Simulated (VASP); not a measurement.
The system is Mg.

```
CELL_PARAMETERS angstrom
0.00000 2.24426 2.24426
2.24426 0.00000 2.24426
2.24426 2.24426 0.00000
ATOMIC_POSITIONS crystal
Mg 0.00000 0.00000 0.00000
```

This isn't the form of Mg at room conditions, which is hcp.

Base run:

| Item | Value |
| --- | --- |
| Program | VASP 6.6.1 |
| Functional | BLYP |
| Potentials or basis | VASP PAW PBE potentials, release 64 (Mg) |
| Cutoff | 600 eV |
| k mesh | 11 × 11 × 11 |
| Occupations | methfessel-paxton, width 0.1 eV |
| Spin | no spin polarisation |

Its results: band gap on the k mesh zero (bands 1 and 2 overlap by 1.97 eV); pressure 1.7 GPa.

The run is repeated on the same cell with these changes: functional from BLYP to PBEsol. What comes out?

Band gap on the k mesh zero (bands 1 and 2 overlap by 1.90 eV); pressure 0.2 GPa.

PBEsol binds more tightly than BLYP, so the same cell stands under less pressure.

Caveats: the PAW data sets were made with another functional, which shifts forces and pressure a little.
